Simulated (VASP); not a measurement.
# MgO (Imm2) in VASP: notebook

The runs below take MgO through single point, with PBEsol.

All numbers are computed with VASP 6.6.1; they aren't measurements. Logs are shortened: lines on timing, memory, paths and dates and some standing lists are left out, and cuts for length are marked.

## Step 1: The cell of the first run

It takes space group Imm2 (No. 44, orthorhombic). Conventional cell: a = 2.981 Å, b = 4.215 Å, c = 2.981 Å, α = 90.00°, β = 90.00°, γ = 90.00°. Mg (site symmetry mm2) has 6 O at 1.92 to 2.32 Å within 2.5 Å. O (site symmetry mm2) has 6 Mg at 1.92 to 2.32 Å within 2.5 Å.

## Step 2: Single point, PBEsol (mode 4 frozen in at -0.121 Å and mode 5 at -0.121 Å (largest displacements))

File INCAR:

```
SYSTEM = MgO
PREC = Accurate ; ENCUT = 520
EDIFF = 1E-6 ; ISMEAR = 0
SIGMA = 0.05 ; LREAL = .FALSE.
LASPH = .TRUE. ; NELM = 80
ALGO = Normal ; ISIF = 2
LWAVE = .FALSE. ; LCHARG = .FALSE.
GGA = PS ; NBANDS = 11
```

File KPOINTS:

```
Automatic mesh
0
G
  10 10 10
  0 0 0
```

File POSCAR:

```
MgO
1.0
    0.0000000000      2.1075959641      2.1075959641
    2.1075959641      0.0000000000      2.1075959641
    2.1075959641      2.1075959641      0.0000000000
Mg O
1 1
Direct
    0.0000000000      0.0000000000      0.0378540607
    0.5000000000      0.5000000000      0.4424937217
```

Potentials or basis: VASP PAW PBE potentials, release 64 (Mg, O).

Started as:

```sh
cat potpaw_PBE.64/Mg/POTCAR potpaw_PBE.64/O/POTCAR > POTCAR
mpirun -np 1 vasp_std > vasp.out
```

OUTCAR:

```text
SYSTEM = MgO
   PREC = Accurate
   ENCUT = 520
   EDIFF = 1E-6
   ISMEAR = 0
   LREAL = .FALSE.
   LASPH = .TRUE.
   NELM = 80
   ISIF = 2
   GGA = PS

 ion  position               nearest neighbor table
   1  0.000  0.000  0.038-   2 1.92   2 1.92   2 2.13   2 2.13   2 2.32   2 2.32
   2  0.500  0.500  0.442-   1 1.92   1 1.92   1 2.13   1 2.13   1 2.32   1 2.32

  LATTYP: Found a face centered cubic cell.
 ALAT       =     4.2151919282

  Lattice vectors:

 A1 = (   0.0000000000,   2.1075959641,   2.1075959641)
 A2 = (   2.1075959641,   0.0000000000,   2.1075959641)
 A3 = (   2.1075959641,   2.1075959641,   0.0000000000)

Analysis of symmetry for initial positions (statically):
=====================================================================
 Subroutine PRICEL returns:
 Original cell was already a primitive cell.

 Routine SETGRP: Setting up the symmetry group for a
 face centered cubic supercell.

 Subroutine GETGRP returns: Found  4 space group operations
 (whereof  4 operations were pure point group operations)
 out of a pool of 48 trial point group operations.

The static configuration has the point symmetry C_2v.

Analysis of symmetry for dynamics (positions and initial velocities):
=====================================================================
 Subroutine PRICEL returns:
 Original cell was already a primitive cell.

 Routine SETGRP: Setting up the symmetry group for a
 face centered cubic supercell.

 Subroutine GETGRP returns: Found  4 space group operations
 (whereof  4 operations were pure point group operations)
 out of a pool of 48 trial point group operations.

The dynamic configuration has the point symmetry C_2v.

 Subroutine INISYM returns: Found  4 space group operations
 (whereof  4 operations are pure point group operations),
 and found     1 'primitive' translations

----------------------------------------------------------------------------------------

                                     Primitive cell

  volume of cell :      18.7237

  direct lattice vectors                    reciprocal lattice vectors
     0.000000000  2.107595964  2.107595964    -0.237237122  0.237237122  0.237237122
     2.107595964  0.000000000  2.107595964     0.237237122 -0.237237122  0.237237122
     2.107595964  2.107595964  0.000000000     0.237237122  0.237237122 -0.237237122

  length of vectors
     2.980590796  2.980590796  2.980590796     0.410906748  0.410906748  0.410906748

  position of ions in fractional coordinates (direct lattice)
     0.000000000  0.000000000  0.037854061
     0.500000000  0.500000000  0.442493722

[... 81 lines left out ...]
   NFREE  =      0    steps in history (QN), initial steepest desc. (CG)
   ISIF   =      2    stress and relaxation
   ISYM   =      2    0-nonsym 1-usesym 2-fastsym
   POTIM  = 0.5000    time-step for ionic-motion
   TEBEG  =    0.0;   TEEND  =   0.0 temperature during run
   PSTRESS=    0.0 pullay stress
   NELECT =       8.0000    total number of electrons
   NUPDOWN=      -1.0000    fix difference up-down
   EMIN   =  10.00;   EMAX   =-10.00  energy-range for DOS
   EFERMI =   0.00;   METHOD = LEGACY
   ISMEAR =     0;   SIGMA  =   0.05  broadening in eV -4-tet -1-fermi 0-gaus
   EFERMI_NEDOS =   21; number of points for ismear=-14 and -15
   IALGO  =     38    algorithm
   IMIX   =      4    mixing-type and parameters
     AMIX     =   0.40;   BMIX     =  1.00
     AMIX_MAG =   1.60;   BMIX_MAG =  1.00
  volume/ion in A,a.u.               =       9.36        63.18
  Fermi-wavevector in a.u.,A,eV,Ry     =   1.233031  2.330091 20.685841  1.520366
  Thomas-Fermi vector in A             =   2.367778
   LORBIT       =      0    0 simple, 1 ext, 2 COOP (PROOUT), +10 PAW based schemes
   GGA     = PS    functional components
   LHFCALC =     F    Hartree Fock is set to
   AEXX    =    0.0000 exact exchange contribution
   IVDW    =     0    specifies the selected vdW correction
   LEPSILON=     F    determine dielectric tensor
   LRPA    =     F    only Hartree local field effects (RPA)
 non-spin polarized calculation
 Gauss-broadening in eV      SIGMA  =   0.05
  energy-cutoff  :      520.00
  volume of cell :       18.72
 maximum number of plane-waves:       531
 NGX is ok and might be reduce to    24
   NGX = 11   NGY = 11   NGZ = 11

 number of electron       8.0000002 magnetization

 Free energy of the ion-electron system (eV)
  ---------------------------------------------------
  ext. energy  EPLUGINS =         0.00000000
  ---------------------------------------------------
  free energy    TOTEN  =       -12.28271904 eV

  energy without entropy =      -12.28271904  energy(sigma->0) =      -12.28271904

 E-fermi :   3.3080     XC(G=0): -11.2698

 val. band max:        2.9858339113   @ k =   0.0000   0.0000   0.0000
 cond. band min:       7.5655866077   @ k =   0.0000   0.0000   0.0000
 fundamental gap:      4.5797526964
 Fermi energy:         3.3080415596

 k-point     1 :       0.0000    0.0000    0.0000
  band No.  band energies     occupation
      1     -14.1802      2.00000
      2       2.8631      2.00000
      3       2.9808      2.00000
      4       2.9858      2.00000
      5       7.5656      0.00000
      6      18.6431      0.00000
      7      18.9969      0.00000
      8      19.1360      0.00000
      9      22.3140      0.00000
     10      24.4908      0.00000
     11      24.5730      0.00000
[... 309 lines left out ...]
 k-point    24 :       0.1000    0.0000    0.4000
  band No.  band energies     occupation
      1     -13.0918      2.00000
      2      -0.9183      2.00000
      3       2.1192      2.00000
      4       2.3304      2.00000
      5      11.1137      0.00000
      6      14.9300      0.00000
      7      18.3281      0.00000
      8      19.9178      0.00000
      9      23.0718      0.00000
     10      25.2116      0.00000
     11      25.9754      0.00000

 [... further k-points ...]
[... 5 lines left out ...]
  --------------------------------------------------------------------------------------
  -------------------------------------------------------------------------------------
  Total        1.4030266      1.4030266     -0.2686516     -0.3618145      0.0000000      0.0000000
  in kB      120.0561531    120.0561531    -22.9883607    -30.9602497      0.0000000      0.0000000
  external PRESSURE =      72.3746485 kB  Pullay stress =       0.0000000 kB

 VOLUME and BASIS-vectors are now :
 -----------------------------------------------------------------------------
  energy-cutoff  :      520.00
  volume of cell :       18.72
      direct lattice vectors                 reciprocal lattice vectors
     0.000000000  2.107595964  2.107595964    -0.237237122  0.237237122  0.237237122
     2.107595964  0.000000000  2.107595964     0.237237122 -0.237237122  0.237237122
     2.107595964  2.107595964  0.000000000     0.237237122  0.237237122 -0.237237122

 POSITION                                       TOTAL-FORCE (eV/Angst)
 -----------------------------------------------------------------------------------
      0.07978      0.07978      0.00000        -1.204220     -1.204220     -0.000000
      1.98640      1.98640      2.10760         1.204220      1.204220      0.000000
 -----------------------------------------------------------------------------------
    total drift:                               -0.000254     -0.000254      0.000001

  FREE ENERGIE OF THE ION-ELECTRON SYSTEM (eV)
  ---------------------------------------------------
  free  energy   TOTEN  =       -12.2827190399 eV

  energy  without entropy=      -12.2827190399  energy(sigma->0) =      -12.28271904
```

OSZICAR:

```text
N       E                     dE             d eps       ncg     rms          rms(c)
DAV:   1     0.133617894189E+02    0.13362E+02   -0.45291E+03  4194   0.644E+02
DAV:   2    -0.132310547594E+02   -0.26593E+02   -0.25975E+02  4343   0.135E+02
DAV:   3    -0.137962338432E+02   -0.56518E+00   -0.56481E+00  4544   0.172E+01
DAV:   4    -0.137976020150E+02   -0.13682E-02   -0.13681E-02  4149   0.976E-01
DAV:   5    -0.137976065665E+02   -0.45515E-05   -0.45515E-05  4467   0.547E-02    0.697E+00
DAV:   6    -0.123230563393E+02    0.14746E+01   -0.82854E+00  4050   0.157E+01    0.223E+00
DAV:   7    -0.122976808784E+02    0.25375E-01   -0.52905E-02  4218   0.209E+00    0.133E+00
DAV:   8    -0.122831988973E+02    0.14482E-01   -0.26736E-02  3969   0.183E+00    0.233E-01
DAV:   9    -0.122827000395E+02    0.49886E-03   -0.17131E-03  4416   0.299E-01    0.803E-02
DAV:  10    -0.122827198547E+02   -0.19815E-04   -0.12624E-04  4209   0.946E-02    0.181E-02
DAV:  11    -0.122827191492E+02    0.70544E-06   -0.12587E-05  4347   0.269E-02    0.137E-02
DAV:  12    -0.122827190399E+02    0.10935E-06   -0.57165E-06  3687   0.183E-02
   1 F= -.12282719E+02 E0= -.12282719E+02  d E =-.339437E-22
```

Wall time 10 s (1 thread of Intel Xeon 6975P-C (Granite Rapids), shared host); peak memory 0.16 GiB.

Results:

```
Free energy            : -12.2827 eV
Pressure               : 7.2 GPa
Largest force          : 1.703 eV/Å
Band gap on the k mesh : 4.58 eV, direct
```

Forces in eV/Å, atoms in the order of the input:
```
Mg  -1.204 -1.204  0.000
O    1.204  1.204  0.000
```

Stress tensor (GPa, compression positive):
```
12.01 -3.10  0.00
-3.10 12.01  0.00
 0.00  0.00 -2.30
```

Levels at points of the mesh, in eV from the valence-band top:
| k point | band 1 | band 2 | band 3 | band 4 | band 5 | band 6 | band 7 | band 8 |
| --- | --- | --- | --- | --- | --- | --- | --- | --- |
| (0.00, 0.00, 0.00) | -17.17 | -0.12 | 0.00 | 0.00 | 4.58 | 15.66 | 16.01 | 16.15 |
| (0.50, 0.00, 0.00) | -15.89 | -4.61 | -0.63 | -0.52 | 7.70 | 12.07 | 16.03 | 16.54 |
| (0.00, 0.00, 0.50) | -15.88 | -4.61 | -0.74 | -0.59 | 7.88 | 12.28 | 16.10 | 16.42 |
| (0.50, 0.50, 0.00) | -15.61 | -4.08 | -1.42 | -1.32 | 9.16 | 9.57 | 13.04 | 18.57 |
| (0.00, 0.50, 0.50) | -15.62 | -4.03 | -1.36 | -1.32 | 9.11 | 9.44 | 13.04 | 18.81 |

Caveat: the cell differs from its parent crystal (mode 4 frozen in at -0.121 Å and mode 5 at -0.121 Å (largest displacements)); the PAW data sets were made with another functional, which shifts forces and pressure a little.

## Step 3: Single point, PBEsol (mode 4 frozen in at -0.202 Å and mode 5 at -0.202 Å (largest displacements))

File INCAR:

```
PREC = Accurate
ENCUT = 520
EDIFF = 1E-7
ISMEAR = 0
SIGMA = 0.05
LREAL = F
LASPH = T
NELM = 80
ALGO = Normal
ISIF = 2
LWAVE = F
LCHARG = T
GGA = PS
LELF = T
LVHAR = T
NBANDS = 11
```

File KPOINTS:

```
Automatic mesh
0
Gamma
  10 10 10
```

File POSCAR:

```
MgO
1.0
    0.0000000000      2.1075959641      2.1075959641
    2.1075959641      0.0000000000      2.1075959641
    2.1075959641      2.1075959641      0.0000000000
Mg O
1 1
Direct
    0.0000000000      0.0000000000      0.0630901012
    0.5000000000      0.5000000000      0.4041562029
```

Potentials or basis: VASP PAW PBE potentials, release 64 (Mg, O).

Started as:

```sh
cat potpaw_PBE.64/Mg/POTCAR potpaw_PBE.64/O/POTCAR > POTCAR
mpirun -np 1 vasp_std > vasp.out
```

OUTCAR:

```text
PREC = Accurate
   ENCUT = 520
   EDIFF = 1E-7
   ISMEAR = 0
   LREAL = F
   LASPH = T
   NELM = 80
   ISIF = 2
   GGA = PS

 ion  position               nearest neighbor table
   1  0.000  0.000  0.063-   2 1.80   2 1.80   2 2.16   2 2.16   2 2.47   2 2.47
   2  0.500  0.500  0.404-   1 1.80   1 1.80   1 2.16   1 2.16   1 2.47   1 2.47

  LATTYP: Found a face centered cubic cell.
 ALAT       =     4.2151919282

  Lattice vectors:

 A1 = (   0.0000000000,   2.1075959641,   2.1075959641)
 A2 = (   2.1075959641,   0.0000000000,   2.1075959641)
 A3 = (   2.1075959641,   2.1075959641,   0.0000000000)

Analysis of symmetry for initial positions (statically):
=====================================================================
 Subroutine PRICEL returns:
 Original cell was already a primitive cell.

 Routine SETGRP: Setting up the symmetry group for a
 face centered cubic supercell.

 Subroutine GETGRP returns: Found  4 space group operations
 (whereof  4 operations were pure point group operations)
 out of a pool of 48 trial point group operations.

The static configuration has the point symmetry C_2v.

Analysis of symmetry for dynamics (positions and initial velocities):
[... 166 lines left out ...]

 k-point     1 :       0.0000    0.0000    0.0000
  band No.  band energies     occupation
      1     -14.2377      2.00000
      2       2.5923      2.00000
      3       2.8778      2.00000
      4       2.8840      2.00000
      5       7.3938      0.00000
      6      18.5951      0.00000
      7      19.6104      0.00000
      8      19.8791      0.00000
      9      21.9315      0.00000
     10      24.6380      0.00000
     11      24.7758      0.00000
[... 309 lines left out ...]
 k-point    24 :       0.1000    0.0000    0.4000
  band No.  band energies     occupation
      1     -13.1792      2.00000
      2      -0.9419      2.00000
      3       1.9445      2.00000
      4       2.2981      2.00000
      5      11.0908      0.00000
      6      14.7430      0.00000
      7      18.1589      0.00000
      8      20.3130      0.00000
      9      23.1913      0.00000
     10      25.1706      0.00000
     11      26.6315      0.00000

 [... further k-points ...]
[... 5 lines left out ...]
  --------------------------------------------------------------------------------------
  -------------------------------------------------------------------------------------
  Total        4.0330321      4.0330321     -0.5485800     -1.4221431      0.0000000      0.0000000
  in kB      345.1041547    345.1041547    -46.9416658   -121.6919362      0.0000000      0.0000000
  external PRESSURE =     214.4222146 kB  Pullay stress =       0.0000000 kB

 VOLUME and BASIS-vectors are now :
 -----------------------------------------------------------------------------
  energy-cutoff  :      520.00
  volume of cell :       18.72
      direct lattice vectors                 reciprocal lattice vectors
     0.000000000  2.107595964  2.107595964    -0.237237122  0.237237122  0.237237122
     2.107595964  0.000000000  2.107595964     0.237237122 -0.237237122  0.237237122
     2.107595964  2.107595964  0.000000000     0.237237122  0.237237122 -0.237237122

 POSITION                                       TOTAL-FORCE (eV/Angst)
 -----------------------------------------------------------------------------------
      0.13297      0.13297      0.00000        -2.307918     -2.307918      0.000000
      1.90560      1.90560      2.10760         2.307918      2.307918     -0.000000
 -----------------------------------------------------------------------------------
    total drift:                               -0.000306     -0.000306      0.000001

  FREE ENERGIE OF THE ION-ELECTRON SYSTEM (eV)
  ---------------------------------------------------
  free  energy   TOTEN  =       -11.8185923883 eV

  energy  without entropy=      -11.8185923883  energy(sigma->0) =      -11.81859239
```

Run time: 12 s. Hardware: 1 thread of Intel Xeon 6975P-C (Granite Rapids), shared host; peak memory 0.16 GiB.

Results:

```yaml
Free_energy: -11.8186 eV
Pressure: 21.4 GPa
Largest_force: 3.264 eV/Å
Band_gap_on_the_k_mesh: 4.48 eV, indirect (least direct gap 4.51 eV)
```

Forces in eV/Å, atoms in the order of the input:
```
Mg  -2.308 -2.308  0.000
O    2.308  2.308  0.000
```

Levels at points of the mesh, in eV from the valence-band top:
```
           k point  band 2  band 3  band 4  band 5  band 6  band 7
(0.00, 0.00, 0.00)   -0.33   -0.04   -0.03    4.48   15.68   16.69
(0.50, 0.00, 0.00)   -4.54   -0.61   -0.34    7.63   11.56   15.93
(0.00, 0.00, 0.50)   -4.54   -0.88   -0.53    8.08   11.93   15.98
(0.50, 0.50, 0.00)   -4.02   -1.54   -1.30    8.82    9.96   13.13
(0.00, 0.50, 0.50)   -3.90   -1.38   -1.28    8.87    9.38   13.06
```

Caveat: the cell differs from its parent crystal (mode 4 frozen in at -0.202 Å and mode 5 at -0.202 Å (largest displacements)); the PAW data sets were made with another functional, which shifts forces and pressure a little. A k mesh can miss the band edges.

## Step 4: Single point, PBEsol (mode 4 frozen in at -0.162 Å and mode 5 at -0.162 Å (largest displacements))

File INCAR:

```
SYSTEM = MgO
  ALGO = Normal
  EDIFF = 1E-6
  ENCUT = 520
  GGA = PS
  ISIF = 2
  ISMEAR = 0
  LASPH = .TRUE.
  LCHARG = .TRUE.
  LELF = .TRUE.
  LREAL = .FALSE.
  LVHAR = .TRUE.
  LWAVE = .FALSE.
  NBANDS = 11
  NELM = 60
  PREC = Accurate
  SIGMA = 0.05
```

File KPOINTS:

```
k-points
0
G
  10 10 10
  0 0 0
```

File POSCAR:

```
MgO
1.0
    0.0000000000      2.1075959641      2.1075959641
    2.1075959641      0.0000000000      2.1075959641
    2.1075959641      2.1075959641      0.0000000000
Mg O
1 1
Direct
    0.0000000000      0.0000000000      0.0504720810
    0.5000000000      0.5000000000      0.4233249623
```

Started as:

```sh
cat potpaw_PBE.64/Mg/POTCAR potpaw_PBE.64/O/POTCAR > POTCAR
mpirun -np 1 vasp_std > vasp.out
```

Run time: 11 s. Hardware: 1 thread of Intel Xeon 6975P-C (Granite Rapids), shared host; peak memory 0.16 GiB.

The run converged. Its results:

* Free energy: -12.0876 eV
* Pressure: 13.4 GPa
* Largest force: 2.432 eV/Å
* Band gap on the k mesh: 4.54 eV, indirect (least direct gap 4.55 eV)

Forces in eV/Å, atoms in the order of the input:
```
Mg  -1.720 -1.720  0.000
O    1.720  1.720  0.000
```

Stress tensor (GPa, compression positive):
```
21.85 -6.53  0.00
-6.53 21.85  0.00
 0.00  0.00 -3.43
```

Levels at points of the mesh, in eV from the valence-band top:
```tsv
k point	band 1	band 2	band 3	band 4	band 5	band 6	band 7	band 8	band 9
(0.00, 0.00, 0.00)	-17.15	-0.21	-0.01	-0.01	4.54	15.68	16.31	16.53	19.21
(0.50, 0.00, 0.00)	-15.89	-4.57	-0.61	-0.43	7.67	11.83	15.98	16.72	20.19
(0.00, 0.00, 0.50)	-15.89	-4.57	-0.80	-0.56	7.98	12.13	16.06	16.59	20.60
(0.50, 0.50, 0.00)	-15.61	-4.05	-1.47	-1.30	9.08	9.67	13.09	18.43	20.00
(0.00, 0.50, 0.50)	-15.62	-3.97	-1.36	-1.30	9.17	9.24	13.06	18.80	19.46
```

Caveat: the cell differs from its parent crystal (mode 4 frozen in at -0.162 Å and mode 5 at -0.162 Å (largest displacements)); the PAW data sets were made with another functional, which shifts forces and pressure a little.
